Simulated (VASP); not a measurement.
Set up this calculation in VASP 6.6.1, as the native input.

```yaml
Task: single point
Functional: PBEsol
Potentials_or_basis: VASP PAW PBE potentials, release 64 (Al, Cu)
Cutoff: 520 eV
k_mesh: 18 × 18 × 8
Occupations: gaussian, width 0.1 eV
Spin: no spin polarisation
Dipole_correction: no
Further_INCAR_settings: ALGO = Fast; EDIFF = 1e-06; NBANDS = 18
```

The structure of Al3Cu lies in POSCAR:

```
Al3Cu
1.0
    2.7588353877      0.0000000000      0.0000000000
    0.0000000000      2.7588353877      0.0000000000
    0.0000000000      0.0000000000      7.8310458245
Al Cu
3 1
Direct
    0.0000000000      0.0000000000      0.5000000000
    0.5000000000      0.5000000000      0.2215616692
    0.5000000000      0.5000000000      0.7784383308
    0.0000000000      0.0000000000      0.0000000000
```

This cell differs from its parent crystal: uniaxial strain along c: +3.0 %.

The input as run:

INCAR

```
PREC     = Accurate       # precision mode
ENCUT    = 520            # plane-wave cutoff, eV
EDIFF    = 1E-6           # SCF threshold, eV
ISMEAR   = 0              # smearing method
SIGMA    = 0.1            # smearing width, eV
LREAL    = False          # projectors in reciprocal space
LASPH    = True           # aspherical terms in the spheres
NELM     = 100            # most SCF steps
ALGO     = Fast           # electronic algorithm
ISIF     = 2              # what is computed and relaxed
LWAVE    = False          # write WAVECAR
LCHARG   = False          # write CHGCAR
GGA      = PS             # functional
NBANDS   = 18             # bands
```

KPOINTS

```
Automatic mesh
0
Gamma
  18 18 8
```

Potentials or basis: VASP PAW PBE potentials, release 64 (Al, Cu).

Run with:

```sh
$ cat potpaw_PBE.64/Al/POTCAR potpaw_PBE.64/Cu/POTCAR > POTCAR
$ mpirun -np 1 vasp_std > vasp.out
```

It gave:

```
Pressure               : -1.1 GPa
Largest force          : 0.036 eV/Å
Band gap on the k mesh : zero (bands 10 and 11 overlap by 5.45 eV)
```

Caveat: the cell differs from its parent crystal (uniaxial strain along c: +3.0 %); the PAW data sets were made with another functional, which shifts forces and pressure a little.

Run time: 2.4 min on 1 thread of Intel(R) Xeon(R) 6975P-C (Granite Rapids), on a shared host, peak memory 0.39 GiB.
